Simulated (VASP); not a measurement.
Ni2C3:

```
Ni C
1.0
     3.12773    0.00000    0.00000
    -1.56386    2.70869    0.00000
     0.00000    0.00000    4.86624
Ni C
2 3
Direct
  0.33333 0.66667 0.24500
  0.66667 0.33333 0.75500
  0.00000 0.00000 0.00000
  0.33333 0.66667 0.64500
  0.66667 0.33333 0.35500
```

- Program: VASP 6.6.1
- Task: relaxation of cell and atoms
- Functional: PBE
- Potentials or basis: VASP PAW PBE potentials, release 64 (Ni, C)
- Cutoff: 600 eV
- k mesh: 6 × 6 × 4
- Occupations: gaussian, width 0.1 eV
- Spin: no spin polarisation

At the start: pressure 14.3 GPa; volume 8.25 Å³/atom.

Where does the relaxation end?

Over 34 steps the energy falls by 1160.1 meV/atom and the volume is 8.24 Å³/atom (-0.1 %); space group P-3m1 (No. 164, to 0.05 Å).

The path:
| step | energy change (eV) | largest force (eV/Å) | pressure (GPa) | volume (Å³) |
| --- | --- | --- | --- | --- |
| 1 | 0.0000 | 1.4460 | 14.29 | 41.23 |
| 2 | -0.2190 | 0.8741 | -13.77 | 45.77 |
| 3 | -0.2530 | 0.9529 | -7.35 | 44.48 |
| 4 | -0.5201 | 1.2121 | -8.82 | 43.74 |
| 5 | -1.4708 | 2.7527 | -6.76 | 41.50 |
| 6 | -1.1279 | 8.4682 | 69.08 | 37.01 |
| 7 | -2.0801 | 2.7448 | 4.15 | 40.22 |
| 8 | -2.0684 | 4.6195 | 36.18 | 38.19 |
| 9 | -2.2630 | 2.7132 | 15.64 | 39.32 |
| 10 | -2.3235 | 2.8078 | 16.69 | 39.28 |
| 11 | -2.4722 | 3.1181 | 20.52 | 39.14 |
| 12 | -2.6139 | 4.4439 | 31.78 | 38.83 |
| 13 | -2.9159 | 4.3171 | 28.52 | 39.30 |
| 14 | -3.7274 | 4.1415 | 20.46 | 40.66 |
| 15 | -3.9749 | 4.3701 | 10.34 | 43.26 |
| 16 | -4.1968 | 4.1915 | 14.40 | 42.09 |
| 17 | -4.2036 | 4.2264 | 13.51 | 42.31 |
| 18 | -4.5031 | 3.0916 | 5.52 | 42.85 |
| 19 | -4.8306 | 0.9482 | -9.85 | 44.12 |
| 20 | -4.8424 | 0.5957 | -12.47 | 44.38 |
| 21 | -5.0219 | 0.4918 | -9.86 | 43.59 |
| 22 | -5.4456 | 0.4286 | 0.01 | 41.23 |
| 23 | -5.3328 | 0.4240 | 36.28 | 36.46 |
| 24 | -5.5719 | 0.2952 | 11.40 | 39.33 |
| 25 | -5.5755 | 0.3302 | 13.81 | 38.96 |
| 26 | -5.7327 | 0.3203 | 4.47 | 39.82 |
| 27 | -5.7448 | 0.5467 | 1.25 | 40.18 |
| 28 | -5.7455 | 0.5023 | 1.73 | 40.12 |
| 29 | -5.7647 | 0.3874 | 0.86 | 40.37 |
| 30 | -5.7926 | 0.0897 | -1.30 | 41.12 |
| 31 | -5.7935 | 0.0453 | -1.61 | 41.27 |
| 32 | -5.7977 | 0.1266 | 2.21 | 40.93 |
| 33 | -5.7982 | 0.0850 | 1.20 | 41.02 |
| 34 | -5.8006 | 0.0380 | 0.23 | 41.20 |

Final structure:
```
Ni C
1.0
     2.58139    0.00000    0.00000
    -1.29069    2.23555    0.00000
     0.00000    0.00000    7.13985
Ni C
2 3
Direct
  0.33333 0.66667 0.16993
  0.66667 0.33333 0.83007
  0.00000 0.00000 0.00000
  0.33333 0.66667 0.49442
  0.66667 0.33333 0.50558
```

Caveat: the k points lie up to 0.47 Å⁻¹ apart in the final cell.
